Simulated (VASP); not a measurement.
Here is a VASP 6.6.1 calculation.

Contents of INCAR:

```
SYSTEM = Y2C
ALGO = Normal ; EDIFF = 1E-8
ENCUT = 520 ; GGA = PS
ISIF = 2 ; ISMEAR = -1
LASPH = .TRUE. ; LCHARG = .FALSE.
LEFG = .TRUE. ; LREAL = .FALSE.
LWAVE = .FALSE. ; NBANDS = 20
NELM = 60 ; PREC = Accurate
SIGMA = 0.05
```

KPOINTS

```
k-points
0
G
  11 11 11
  0 0 0
```

File POSCAR:

```
Y2C
1.0
    1.8184406075      1.0498771742      6.0078938338
   -1.8184406075      1.0498771742      6.0078938338
    0.0000000000     -2.0997543485      6.0078938338
Y C
2 1
Direct
    0.2579300000      0.2579300000      0.2579300000
    0.7420700000      0.7420700000      0.7420700000
    0.0000000000      0.0000000000      0.0000000000
```

Potentials or basis: VASP PAW PBE potentials, release 64 (Y_sv, C).

Run with:

```console
$ cat potpaw_PBE.64/Y_sv/POTCAR potpaw_PBE.64/C/POTCAR > POTCAR
$ mpirun -np 1 vasp_std > vasp.out
```

(1) What does it give for the pressure?

(2) Predict the largest force.

## Answers

(1) -3.7 GPa.

(2) 0.615 eV/Å.

Caveat: the cell stands under tension; without QUAD_EFG the Cq values of the log hold for a quadrupole moment of 1 mb, not for the nuclei; the PAW data sets were made with another functional, which shifts forces and pressure a little.
